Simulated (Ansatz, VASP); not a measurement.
C in VASP and in Ansatz

```
C
1.0
     0.00000    1.78009    1.78009
     1.78009    0.00000    1.78009
     1.78009    1.78009    0.00000
C
2
Direct
  0.00000 0.00000 0.00000
  0.25000 0.25000 0.25000
```

Alike in both runs: functional r2SCAN; k mesh 12 × 12 × 12; occupations gaussian, width 0.02 eV; no spin polarisation.

Ansatz relaxed the structure, and its values are those at the end. VASP's run is a single point on that final structure, the one shown.

```csv
,VASP,Ansatz
version,VASP 6.6.1,Ansatz 0.2.0
potentials or method,"VASP PAW PBE potentials, release 64 (C), cutoff 520 eV","scalar-relativistic, plane waves, PAW"
valence electrons in the cell,8,8
```

```tsv
	VASP	Ansatz	Ansatz less VASP
gap on the k mesh at the Fermi level (eV)	4.36	4.39	+0.030
least direct gap on the mesh (eV)	5.85	5.90	+0.045
pressure (GPa)	1.2	0.0	-1.12
```

VASP's potentials were made for PBE, not for r2SCAN. The functional is the same, so the differences come from potentials, cutoffs and numerics.
